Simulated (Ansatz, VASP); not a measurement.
**One calculation of AlSi2B4, two programs**

```
CELL_PARAMETERS angstrom
-2.22870 2.22870 3.54818
2.22870 -2.22870 3.54818
2.22870 2.22870 -3.54818
ATOMIC_POSITIONS crystal
Al 0.00000 0.00000 0.00000
Si 0.65652 0.65652 0.00000
Si 0.34348 0.34348 0.00000
B 0.50000 0.00000 0.50000
B 0.75000 0.25000 0.50000
B 0.00000 0.50000 0.50000
B 0.25000 0.75000 0.50000
```

Change from the starting cell: species swapped into the Nd2CuO4 type (C2/m, No. 12).

Alike in both runs: task relaxation of cell and atoms; functional PBE; k mesh 12 × 12 × 12; occupations gaussian, width 0.1 eV; no spin polarisation.

```csv
,VASP,Ansatz
version,VASP 6.6.1,Ansatz 0.2.0
potentials or method,"VASP PAW PBE potentials, release 64 (Al, Si, B), cutoff 600 eV","scalar-relativistic, plane waves, PAW"
valence electrons in the cell,23,23
```

```csv
,VASP,Ansatz,Ansatz less VASP
"gap on the k mesh at the Fermi level, each at its own relaxed structure (eV)",none,none,-
relaxed volume (Å³/atom),10.13,10.13,+0.005
relaxed cell length with the largest relative difference (Å),4.737,4.738,+0.0006
```

A gap of «none» marks a metal or a gap that the smearing closes.
